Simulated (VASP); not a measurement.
Sr: single point with BLYP

Crystal: Sr.

```xyz
4
Lattice="4.3613 0.0000 0.0000 -2.1807 3.7770 0.0000 0.0000 0.0000 14.2454" Properties=species:S:1:pos:R:3 pbc="T T T"
Sr    2.1807    3.7770   14.2454
Sr    4.3613    0.0000    7.1227
Sr    0.0000    2.5180    3.5614
Sr    2.1807    1.2590   10.6841
```

This isn't the form of Sr at room conditions, which is fcc.

```yaml
Program: VASP 6.6.1
Task: single point
Functional: BLYP
Potentials_or_basis: VASP PAW PBE potentials, release 64 (Sr_sv)
Cutoff: 520 eV
k_mesh: 10 × 10 × 3
Occupations: fermi-dirac, width 0.1 eV
Spin: no spin polarisation
Dipole_correction: no
Further_INCAR_settings: ALGO = Normal; EDIFF = 1e-06; NBANDS = 28
```

```json
{
 "Pressure": "-0.4 GPa",
 "Band gap on the k mesh": "zero (bands 20 and 21 overlap by 0.12 eV)"
}
```

Levels at points of the mesh, in eV from the Fermi level:
```tsv
k point	band 17	band 18	band 19	band 20	band 21	band 22	band 23	band 24
(0.00, 0.00, 0.00)	-3.52	-2.62	-2.62	-1.12	0.11	1.17	1.19	1.99
(0.50, 0.00, 0.00)	-1.12	-0.80	-0.74	-0.54	0.11	0.26	0.28	0.31
```

Wall time 4.7 min on 1 thread of Oxide Virtual Turin-like Processor, with other jobs on the host, peak memory 0.36 GiB.

Caveat: the PAW data sets were made with another functional, which shifts forces and pressure a little.
